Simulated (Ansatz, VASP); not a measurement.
Sn in VASP and in Ansatz

```xyz
2
Lattice="-2.9774 2.9774 1.6062 2.9774 -2.9774 1.6062 2.9774 2.9774 -1.6062" Properties=species:S:1:pos:R:3 pbc="T T T"
Sn    0.0000    0.0000    0.0000
Sn    0.0000    2.9774    0.8031
```

Alike in both runs: functional PBE; k mesh 16 × 16 × 16; occupations fermi-dirac, width 0.15 eV; no spin polarisation.

Ansatz relaxed the structure, and its values are those at the end. VASP's run is a single point on that final structure, the one shown.

```csv
,VASP,Ansatz
version,VASP 6.6.1,Ansatz 0.2.0
potentials or method,"VASP PAW PBE potentials, release 64 (Sn_d), cutoff 520 eV","scalar-relativistic, plane waves, PAW"
valence electrons in the cell,28,28
```

```tsv
	VASP	Ansatz	Ansatz less VASP
gap on the k mesh at the Fermi level (eV)	none	none	-
pressure (GPa)	-0.1	0.0	+0.06
```

A gap of «none» marks a metal or a gap that the smearing closes.
